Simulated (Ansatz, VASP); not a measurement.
Ag in VASP and in Ansatz

```
Ag
1.0
    -1.65565    1.65565    1.65565
     1.65565   -1.65565    1.65565
     1.65565    1.65565   -1.65565
Ag
1
Direct
  0.00000 0.00000 0.00000
```

Alike in both runs: task single point; functional r2SCAN; k mesh 8 × 8 × 8; occupations fermi-dirac, width 0.15 eV; no spin polarisation.

|  | VASP | Ansatz |
| --- | --- | --- |
| version | VASP 6.6.1 | Ansatz 0.2.0 |
| potentials or method | VASP PAW PBE potentials, release 64 (Ag) | plane waves, PAW |
| plane-wave cutoff (eV) | 550 | 500 |
| valence electrons in the cell | 11 | 19 |

|  | VASP | Ansatz | Ansatz less VASP |
| --- | --- | --- | --- |
| pressure (GPa) | -3.3 | -3.3 | -0.05 |

VASP's potentials were made for PBE, not for r2SCAN. VASP's potentials hold 11 valence electrons a cell and Ansatz's 19, so a difference there can come from the potentials and not from the codes.
